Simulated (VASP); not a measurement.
Here is a VASP 6.6.1 calculation.

The input INCAR:

```
SYSTEM = AgCl
ALGO = Normal
EDIFF = 1E-7
ENCUT = 520
GGA = PE
ISIF = 2
ISMEAR = -1
LASPH = .TRUE.
LCHARG = .TRUE.
LELF = .TRUE.
LREAL = .FALSE.
LVHAR = .TRUE.
LWAVE = .FALSE.
NBANDS = 26
NELM = 100
PREC = Accurate
SIGMA = 0.03
```

Contents of KPOINTS:

```
k-points
0
G
  9 9 8
  0 0 0
```

Contents of POSCAR:

```
AgCl
1.0
    1.8709097030     -5.5565952358      0.0000000000
    1.8709097030      5.5565952358      0.0000000000
    0.0000000000      0.0000000000      3.9632777235
Ag Cl
2 2
Direct
    0.3965554000      0.6034446000      0.7500000000
    0.6034446000      0.3965554000      0.2500000000
    0.8654487300      0.1345512700      0.2500000000
    0.1345512700      0.8654487300      0.7500000000
```

Potentials or basis: VASP PAW PBE potentials, release 64 (Ag, Cl).

The run is started by

```console
$ cat potpaw_PBE.64/Ag/POTCAR potpaw_PBE.64/Cl/POTCAR > POTCAR
$ mpirun -np 1 vasp_std > vasp.out
```

(1) Predict the band gap on the k mesh.

(2) Predict the largest force.

Results:

(1) 0.49 eV, indirect (least direct gap 1.92 eV).

(2) 0.018 eV/Å.

Caveat: the cell differs from its parent crystal (zz strain of +1 %).
